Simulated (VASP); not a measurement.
The system is ZnS.

```
CELL_PARAMETERS angstrom
0.00000 2.70500 2.70500
2.70500 0.00000 2.70500
2.70500 2.70500 0.00000
ATOMIC_POSITIONS crystal
Zn 0.00000 0.00000 0.00000
S 0.25000 0.25000 0.25000
```

| Property | Result |
| --- | --- |
| Program | VASP 6.6.1 |
| Task | relaxation of cell and atoms |
| Functional | PBEsol |
| Potentials or basis | VASP PAW PBE potentials, release 64 (Zn, S) |
| Cutoff | 500 eV |
| k mesh | 8 × 8 × 8 |
| Occupations | gaussian, width 0.02 eV |
| Spin | no spin polarisation |

At the start: pressure -2.0 GPa; volume 19.79 Å³/atom.

How do energy, volume and symmetry change on relaxing?

Over 3 steps the energy falls by 3.5 meV/atom and the volume is 19.26 Å³/atom (-2.7 %); space group F-43m (No. 216, to 0.1 Å) before and after.

The path:
```csv
step,energy change (eV),largest force (eV/Å),pressure (GPa),volume (Å³)
1,0.0000,0.0000,-2.03,39.59
2,-0.0062,0.0000,0.73,38.17
3,-0.0070,0.0000,0.01,38.51
```

Final structure:
```yaml
crystal:
  lattice:
    - [0.00000, 2.68038, 2.68038]
    - [2.68038, 0.00000, 2.68038]
    - [2.68038, 2.68038, 0.00000]
  atoms:
    - { symbol: Zn, position: [0.00000, 0.00000, 0.00000] }
    - { symbol: S, position: [0.25000, 0.25000, 0.25000] }
```

Caveat: the PAW data sets were made with another functional, which shifts forces and pressure a little.
